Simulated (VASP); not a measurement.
# Tl3Sb2Mo (R-3m) in VASP: notebook

The runs below take Tl3Sb2Mo through single point, relaxation of cell and atoms, with PBE.

All numbers are computed with VASP 6.6.1; they aren't measurements. Logs are shortened: lines on timing, memory, paths and dates and some standing lists are left out, and cuts for length are marked.

### Step 1. The cell of the first run

It takes space group R-3m (No. 166, trigonal). Conventional cell: a = 6.160 Å, b = 6.160 Å, c = 14.158 Å, α = 90.00°, β = 90.00°, γ = 120.00°. Within 3.9 Å of Tl (site symmetry 2/m) lie 2 Mo at 2.95 Å and 4 Tl at 3.08 Å and 6 Sb at 3.40 to 3.58 Å. Within 4.5 Å of Sb (site symmetry 3m) lie 9 Tl at 3.40 to 3.58 Å and 3 Mo at 3.60 Å and 4 Sb at 3.65 to 3.71 Å. Within 3.9 Å of Mo (site symmetry -3m) lie 6 Tl at 2.95 Å and 6 Sb at 3.60 Å.

The cell was built from a structure type or drawn by symmetry, and may not be a known phase.

### Step 2. Single point, PBE

File INCAR:

```
ALGO = Normal ; EDIFF = 1E-7
ENCUT = 520 ; GGA = PE
ISIF = 2 ; ISMEAR = 0
LASPH = T ; LCHARG = F
LREAL = F ; LWAVE = F
NBANDS = 40 ; NELM = 60
PREC = Accurate ; SIGMA = 0.1
```

File KPOINTS:

```
k-points
0
Gamma
  3 3 3
```

File POSCAR:

```
Tl3Sb2Mo
1.0
    3.0799215336      1.7781935250      4.7194903555
   -3.0799215336      1.7781935250      4.7194903555
    0.0000000000     -3.5563870545      4.7194903538
Tl Sb Mo
3 2 1
Direct
    0.0000000000      0.5000000000      0.0000000000
    0.0000000000      0.0000000000      0.5000000000
    0.5000000000      0.0000000000      0.0000000000
    0.3710629349      0.3710629349      0.3710629349
    0.6289370651      0.6289370651      0.6289370651
    0.0000000000      0.0000000000      0.0000000000
```

Potentials or basis: VASP PAW PBE potentials, release 64 (Tl_d, Sb, Mo_sv).

The run is started by

```bash
$ cat potpaw_PBE.64/Tl_d/POTCAR potpaw_PBE.64/Sb/POTCAR potpaw_PBE.64/Mo_sv/POTCAR > POTCAR
$ mpirun -np 1 vasp_std > vasp.out
```

OUTCAR:

```text
EDIFF = 1E-7
   ENCUT = 520
   GGA = PE
   ISIF = 2
   ISMEAR = 0
   LASPH = T
   LREAL = F
   NELM = 60
   PREC = Accurate

 ion  position               nearest neighbor table
   1  0.000  0.500  0.000-   6 2.95   6 2.95   2 3.08   2 3.08   3 3.08   3 3.08   4 3.40   5 3.40
                             5 3.58   4 3.58   5 3.58   4 3.58
   2  0.000  0.000  0.500-   6 2.95   6 2.95   3 3.08   1 3.08   1 3.08   3 3.08   4 3.40   5 3.40
                             5 3.58   4 3.58   5 3.58   4 3.58
   3  0.500  0.000  0.000-   6 2.95   6 2.95   2 3.08   2 3.08   1 3.08   1 3.08   4 3.40   5 3.40
                             5 3.58   4 3.58   4 3.58   5 3.58
   4  0.371  0.371  0.371-   2 3.40   1 3.40   3 3.40   3 3.58   1 3.58   3 3.58   1 3.58   2 3.58
                             2 3.58   6 3.60   6 3.60   6 3.60   5 3.65   5 3.71   5 3.71   5 3.71
   5  0.629  0.629  0.629-   2 3.40   1 3.40   3 3.40   1 3.58   3 3.58   3 3.58   1 3.58   2 3.58
                             2 3.58   6 3.60   6 3.60   6 3.60   4 3.65   4 3.71   4 3.71   4 3.71
   6  0.000  0.000  0.000-   2 2.95   2 2.95   3 2.95   1 2.95   1 2.95   3 2.95   5 3.60   4 3.60
                             5 3.60   4 3.60   5 3.60   4 3.60

  LATTYP: Found a trigonal (rhomboedric) cell.
 ALAT       =     5.9094397434
 COS(alpha) =     0.4567287999

  Lattice vectors:

 A1 = (   3.0799215336,   1.7781935250,   4.7194903555)
 A2 = (  -3.0799215336,   1.7781935250,   4.7194903555)
 A3 = (   0.0000000000,  -3.5563870545,   4.7194903538)

Analysis of symmetry for initial positions (statically):
=====================================================================
 Subroutine PRICEL returns:
 Original cell was already a primitive cell.

 Routine SETGRP: Setting up the symmetry group for a
 trigonal (rhombohedral) supercell.

 Subroutine GETGRP returns: Found 12 space group operations
 (whereof 12 operations were pure point group operations)
 out of a pool of 12 trial point group operations.

The static configuration has the point symmetry D_3d.

Analysis of symmetry for dynamics (positions and initial velocities):
=====================================================================
 Subroutine PRICEL returns:
 Original cell was already a primitive cell.

 Routine SETGRP: Setting up the symmetry group for a
 trigonal (rhombohedral) supercell.

 Subroutine GETGRP returns: Found 12 space group operations
 (whereof 12 operations were pure point group operations)
 out of a pool of 12 trial point group operations.

The dynamic configuration has the point symmetry D_3d.

 Subroutine INISYM returns: Found 12 space group operations
[... 92 lines left out ...]
   ISIF   =      2    stress and relaxation
   ISYM   =      2    0-nonsym 1-usesym 2-fastsym
   POTIM  = 0.5000    time-step for ionic-motion
   TEBEG  =    0.0;   TEEND  =   0.0 temperature during run
   PSTRESS=    0.0 pullay stress
   NELECT =      63.0000    total number of electrons
   NUPDOWN=      -1.0000    fix difference up-down
   EMIN   =  10.00;   EMAX   =-10.00  energy-range for DOS
   EFERMI =   0.00;   METHOD = LEGACY
   ISMEAR =     0;   SIGMA  =   0.10  broadening in eV -4-tet -1-fermi 0-gaus
   EFERMI_NEDOS =   21; number of points for ismear=-14 and -15
   IALGO  =     38    algorithm
   IMIX   =      4    mixing-type and parameters
     AMIX     =   0.40;   BMIX     =  1.00
     AMIX_MAG =   1.60;   BMIX_MAG =  1.00
  volume/ion in A,a.u.               =      25.85       174.43
  Fermi-wavevector in a.u.,A,eV,Ry     =   1.212458  2.291213 20.001301  1.470054
  Thomas-Fermi vector in A             =   2.347941
   LORBIT       =      0    0 simple, 1 ext, 2 COOP (PROOUT), +10 PAW based schemes
   GGA     = PE    functional components
   LHFCALC =     F    Hartree Fock is set to
   AEXX    =    0.0000 exact exchange contribution
   IVDW    =     0    specifies the selected vdW correction
   LEPSILON=     F    determine dielectric tensor
   LRPA    =     F    only Hartree local field effects (RPA)
 non-spin polarized calculation
 Gauss-broadening in eV      SIGMA  =   0.10
  energy-cutoff  :      520.00
  volume of cell :      155.08
 maximum number of plane-waves:      4206
 NGX is ok and might be reduce to    48
   NGX = 21   NGY = 21   NGZ = 21

 number of electron      63.0000003 magnetization

 Free energy of the ion-electron system (eV)
  ---------------------------------------------------
  ext. energy  EPLUGINS =         0.00000000
  ---------------------------------------------------
  free energy    TOTEN  =       -22.33763543 eV

  energy without entropy =      -22.30746156  energy(sigma->0) =      -22.32254850

 E-fermi :   7.8693     XC(G=0): -10.5853

 val. band max:        7.8008087573   @ k =  -0.3333   0.3333   0.3333
 cond. band min:       7.9166621660   @ k =   0.3333   0.3333   0.3333
 fundamental gap:      0.1158534087
 Fermi energy:         7.8692872532

 k-point     1 :       0.0000    0.0000    0.0000
  band No.  band energies     occupation
      1     -53.1710      2.00000
      2     -27.2578      2.00000
      3     -27.2578      2.00000
      4     -27.2519      2.00000
      5      -4.6514      2.00000
      6      -4.3170      2.00000
[... 247 lines left out ...]
     39      11.4937      0.00000
     40      12.2625      0.00000

------------------------ aborting loop because EDIFF is reached ----------------------------------------

  FORCE on cell =-STRESS in cart. coord.  units (eV):
  Direction    XX          YY          ZZ          XY          YZ          ZX
  --------------------------------------------------------------------------------------
  -------------------------------------------------------------------------------------
  Total        0.1371266      0.1371266     -0.0266066      0.0000000      0.0000000      0.0000000
  in kB        1.4166658      1.4166658     -0.2748750      0.0000000      0.0000000      0.0000000
  external PRESSURE =       0.8528188 kB  Pullay stress =       0.0000000 kB

 VOLUME and BASIS-vectors are now :
 -----------------------------------------------------------------------------
  energy-cutoff  :      520.00
  volume of cell :      155.08
      direct lattice vectors                 reciprocal lattice vectors
     3.079921534  1.778193525  4.719490355     0.162341798  0.093728081  0.070629095
    -3.079921534  1.778193525  4.719490355    -0.162341798  0.093728081  0.070629095
     0.000000000 -3.556387055  4.719490354     0.000000000 -0.187456162  0.070629095

 POSITION                                       TOTAL-FORCE (eV/Angst)
 -----------------------------------------------------------------------------------
     -1.53996      0.88910      2.35975         0.000000      0.000000     -0.000000
      0.00000     -1.77819      2.35975        -0.000000     -0.000000     -0.000000
      1.53996      0.88910      2.35975         0.000000      0.000000     -0.000000
      0.00000     -0.00000      5.25368        -0.000000     -0.000000      0.034627
      0.00000     -0.00000      8.90479        -0.000000      0.000000     -0.034627
      0.00000      0.00000      0.00000        -0.000000      0.000000     -0.000000
 -----------------------------------------------------------------------------------
    total drift:                                0.000000     -0.000000      0.000000

  FREE ENERGIE OF THE ION-ELECTRON SYSTEM (eV)
  ---------------------------------------------------
  free  energy   TOTEN  =       -22.3376354341 eV

  energy  without entropy=      -22.3074615644  energy(sigma->0) =      -22.32254850
```

stdout:

```text
POSCAR found type information on POSCAR TlSbMo
 POSCAR found :  3 types and       6 ions
 scaLAPACK will be used
 LDA part: xc-table for (Slater+PW92), standard interpolation
 POSCAR, INCAR and KPOINTS ok, starting setup
 FFT: planning ... GRIDC
 FFT: planning ... GRID_SOFT
 FFT: planning ... GRID
 WAVECAR not read
 entering main loop
```

It took 74 s on 1 thread of Intel Xeon 8259CL, shared host; peak memory 0.33 GiB.

Results:

```yaml
Free_energy: -22.3376 eV
Pressure: 0.1 GPa
Largest_force: 0.035 eV/Å
Band_gap_on_the_k_mesh: zero (an odd number of electrons rules out a gap without spin polarisation)
```

Forces on the atoms (eV/Å):
```
Tl   0.000  0.000  0.000
Tl   0.000  0.000  0.000
Tl   0.000  0.000  0.000
Sb   0.000  0.000  0.035
Sb   0.000  0.000 -0.035
Mo   0.000  0.000  0.000
```

Stress tensor (GPa, compression positive):
```
 0.14  0.00  0.00
 0.00  0.14  0.00
 0.00  0.00 -0.03
```

Caveat: the k points lie up to 0.42 Å⁻¹ apart, too coarse for converged energies and pressures of a metal; spin-orbit coupling is left out, which moves the levels of the heavy elements.

### Step 3. Single point, PBE

This run uses another cell than the first one, of 30.31 Å³/atom.

File INCAR:

```
SYSTEM = Tl3Sb2Mo
ALGO = Normal ; EDIFF = 1E-7
ENCUT = 520 ; GGA = PE
ISIF = 2 ; ISMEAR = 0
LASPH = .True. ; LCHARG = .True.
LELF = .True. ; LREAL = .False.
LVHAR = .True. ; LWAVE = .False.
NBANDS = 40 ; NELM = 100
PREC = Accurate ; SIGMA = 0.1
```

File KPOINTS:

```
k-points
0
Gamma
  3 3 3
  0 0 0
```

File POSCAR:

```
Tl3Sb2Mo
1.0
    3.1705096000      1.8304945700      5.2230047500
   -3.1705096000      1.8304945700      5.2230047500
    0.0000000000     -3.6609891500      5.2230047500
Tl Sb Mo
3 2 1
Direct
    0.0000000000      0.5000000000      0.0000000000
    0.0000000000      0.0000000000      0.5000000000
    0.5000000000      0.0000000000      0.0000000000
    0.3777274200      0.3777274200      0.3777274200
    0.6222725800      0.6222725800      0.6222725800
    0.0000000000      0.0000000000      0.0000000000
```

Potentials or basis: VASP PAW PBE potentials, release 64 (Tl_d, Sb, Mo_sv).

The run is started by

```bash
$ cat potpaw_PBE.64/Tl_d/POTCAR potpaw_PBE.64/Sb/POTCAR potpaw_PBE.64/Mo_sv/POTCAR > POTCAR
$ mpirun -np 1 vasp_std > vasp.out
```

OUTCAR:

```text
SYSTEM = Tl3Sb2Mo
   EDIFF = 1E-7
   ENCUT = 520
   GGA = PE
   ISIF = 2
   ISMEAR = 0
   LASPH = .True.
   LREAL = .False.
   NELM = 100
   PREC = Accurate

 ion  position               nearest neighbor table
   1  0.000  0.500  0.000-   3 3.17   3 3.17   2 3.17   2 3.17   6 3.19   6 3.19   5 3.70   4 3.70
                             4 3.70   5 3.70   4 3.78   5 3.78
   2  0.000  0.000  0.500-   1 3.17   3 3.17   1 3.17   3 3.17   6 3.19   6 3.19   5 3.70   4 3.70
                             5 3.70   4 3.70   4 3.78   5 3.78
   3  0.500  0.000  0.000-   1 3.17   1 3.17   2 3.17   2 3.17   6 3.19   6 3.19   4 3.70   5 3.70
                             4 3.70   5 3.70   4 3.78   5 3.78
   4  0.378  0.378  0.378-   2 3.70   2 3.70   1 3.70   3 3.70   1 3.70   3 3.70   2 3.78   1 3.78
                             3 3.78
   5  0.622  0.622  0.622-   2 3.70   2 3.70   1 3.70   3 3.70   1 3.70   3 3.70   2 3.78   1 3.78
                             3 3.78
   6  0.000  0.000  0.000-   1 3.19   3 3.19   1 3.19   3 3.19   2 3.19   2 3.19

  LATTYP: Found a trigonal (rhomboedric) cell.
 ALAT       =     6.3782928839
 COS(alpha) =     0.5058267581

  Lattice vectors:

 A1 = (   3.1705096000,   1.8304945700,   5.2230047500)
 A2 = (  -3.1705096000,   1.8304945700,   5.2230047500)
 A3 = (   0.0000000000,  -3.6609891500,   5.2230047500)

Analysis of symmetry for initial positions (statically):
=====================================================================
 Subroutine PRICEL returns:
 Original cell was already a primitive cell.

 Routine SETGRP: Setting up the symmetry group for a
 trigonal (rhombohedral) supercell.

 Subroutine GETGRP returns: Found 12 space group operations
 (whereof 12 operations were pure point group operations)
 out of a pool of 12 trial point group operations.

The static configuration has the point symmetry D_3d.

Analysis of symmetry for dynamics (positions and initial velocities):
=====================================================================
[... 121 lines left out ...]
  Fermi-wavevector in a.u.,A,eV,Ry     =   1.149737  2.172688 17.985485  1.321896
  Thomas-Fermi vector in A             =   2.286405
   LORBIT       =      0    0 simple, 1 ext, 2 COOP (PROOUT), +10 PAW based schemes
   GGA     = PE    functional components
   LHFCALC =     F    Hartree Fock is set to
   AEXX    =    0.0000 exact exchange contribution
   IVDW    =     0    specifies the selected vdW correction
   LEPSILON=     F    determine dielectric tensor
   LRPA    =     F    only Hartree local field effects (RPA)
 non-spin polarized calculation
 Gauss-broadening in eV      SIGMA  =   0.10
  energy-cutoff  :      520.00
  volume of cell :      181.87
 maximum number of plane-waves:      4921
   NGX = 23   NGY = 23   NGZ = 23

 number of electron      63.0000009 magnetization

 Free energy of the ion-electron system (eV)
  ---------------------------------------------------
  ext. energy  EPLUGINS =         0.00000000
  ---------------------------------------------------
  free energy    TOTEN  =       -21.46797892 eV

  energy without entropy =      -21.42826595  energy(sigma->0) =      -21.44812244

 E-fermi :   6.0105     XC(G=0):  -9.8353

 val. band max:        5.9824968379   @ k =   0.3333   0.3333   0.3333
 cond. band min:       6.0184207584   @ k =   0.3333   0.0000   0.0000
 fundamental gap:      0.0359239205
 Fermi energy:         6.0105450943

 k-point     1 :       0.0000    0.0000    0.0000
  band No.  band energies     occupation
      1     -55.0649      2.00000
      2     -29.1214      2.00000
      3     -29.1214      2.00000
      4     -29.1170      2.00000
      5      -6.0880      2.00000
      6      -5.8628      2.00000
[... 247 lines left out ...]
     39       9.1842      0.00000
     40       9.7907      0.00000

------------------------ aborting loop because EDIFF is reached ----------------------------------------

  FORCE on cell =-STRESS in cart. coord.  units (eV):
  Direction    XX          YY          ZZ          XY          YZ          ZX
  --------------------------------------------------------------------------------------
  -------------------------------------------------------------------------------------
  Total       -5.7221906     -5.7221906    -11.3794982      0.0000000      0.0000000      0.0000000
  in kB      -50.4084930    -50.4084931   -100.2454121      0.0000000      0.0000001      0.0000000
  external PRESSURE =     -67.0207994 kB  Pullay stress =       0.0000000 kB

 VOLUME and BASIS-vectors are now :
 -----------------------------------------------------------------------------
  energy-cutoff  :      520.00
  volume of cell :      181.87
      direct lattice vectors                 reciprocal lattice vectors
     3.170509600  1.830494570  5.223004750     0.157703355  0.091050074  0.063820224
    -3.170509600  1.830494570  5.223004750    -0.157703355  0.091050074  0.063820224
     0.000000000 -3.660989150  5.223004750     0.000000000 -0.182100148  0.063820224

 POSITION                                       TOTAL-FORCE (eV/Angst)
 -----------------------------------------------------------------------------------
     -1.58525      0.91525      2.61150         0.000000     -0.000000      0.000000
      0.00000     -1.83049      2.61150        -0.000000     -0.000000      0.000000
      1.58525      0.91525      2.61150         0.000000     -0.000000      0.000000
      0.00000     -0.00000      5.91862         0.000000      0.000000     -0.288716
      0.00000     -0.00000      9.75040         0.000000     -0.000000      0.288716
      0.00000      0.00000      0.00000         0.000000     -0.000000     -0.000000
 -----------------------------------------------------------------------------------
    total drift:                                0.000000     -0.000000      0.000000

  FREE ENERGIE OF THE ION-ELECTRON SYSTEM (eV)
  ---------------------------------------------------
  free  energy   TOTEN  =       -21.4679789167 eV

  energy  without entropy=      -21.4282659535  energy(sigma->0) =      -21.44812244
```

OSZICAR:

```text
N       E                     dE             d eps       ncg     rms          rms(c)
DAV:   1     0.429029893426E+03    0.42903E+03   -0.29858E+04   480   0.141E+03
DAV:   2    -0.505220559966E+01   -0.43408E+03   -0.42052E+03   544   0.347E+02
DAV:   3    -0.219729843877E+02   -0.16921E+02   -0.16203E+02   592   0.586E+01
DAV:   4    -0.222375785247E+02   -0.26459E+00   -0.26409E+00   528   0.745E+00
DAV:   5    -0.222421130877E+02   -0.45346E-02   -0.45334E-02   608   0.888E-01    0.875E+00
DAV:   6    -0.249964114366E+02   -0.27543E+01   -0.14322E+01   504   0.108E+01    0.151E+01
DAV:   7    -0.215038241624E+02    0.34926E+01   -0.11651E+01   512   0.946E+00    0.403E+00
DAV:   8    -0.214732818970E+02    0.30542E-01   -0.50194E-01   528   0.273E+00    0.169E+00
DAV:   9    -0.214681818174E+02    0.51001E-02   -0.27528E-02   536   0.672E-01    0.696E-01
DAV:  10    -0.214680085555E+02    0.17326E-03   -0.39283E-03   544   0.332E-01    0.124E-01
DAV:  11    -0.214679759410E+02    0.32614E-04   -0.37253E-04   528   0.781E-02    0.451E-02
DAV:  12    -0.214679797415E+02   -0.38005E-05   -0.20086E-05   608   0.219E-02    0.129E-02
DAV:  13    -0.214679786101E+02    0.11314E-05   -0.42210E-06   536   0.675E-03    0.393E-03
DAV:  14    -0.214679788688E+02   -0.25867E-06   -0.71036E-07   464   0.395E-03    0.113E-03
DAV:  15    -0.214679789167E+02   -0.47922E-07   -0.64513E-08   280   0.146E-03
   1 F= -.21467979E+02 E0= -.21448122E+02  d E =-.397130E-01
```

stdout:

```text
POSCAR found type information on POSCAR TlSbMo
 POSCAR found :  3 types and       6 ions
 scaLAPACK will be used
 LDA part: xc-table for (Slater+PW92), standard interpolation
 POSCAR, INCAR and KPOINTS ok, starting setup
 FFT: planning ... GRIDC
 FFT: planning ... GRID_SOFT
 FFT: planning ... GRID
 WAVECAR not read
 entering main loop
```

Wall time 79 s (1 thread of Intel Xeon 8259CL, shared host); peak memory 0.33 GiB.

What came out:

```
Free energy            : -21.4680 eV
Pressure               : -6.7 GPa
Largest force          : 0.289 eV/Å
Band gap on the k mesh : zero (an odd number of electrons rules out a gap without spin polarisation)
```

Forces on the atoms (eV/Å):
```
Tl   0.000  0.000  0.000
Tl   0.000  0.000  0.000
Tl   0.000  0.000  0.000
Sb   0.000  0.000 -0.289
Sb   0.000  0.000  0.289
Mo   0.000  0.000  0.000
```

Caveat: the k points lie up to 0.40 Å⁻¹ apart, too coarse for converged energies and pressures of a metal; spin-orbit coupling is left out, which moves the levels of the heavy elements.

(Continued in part 2 of 2.)
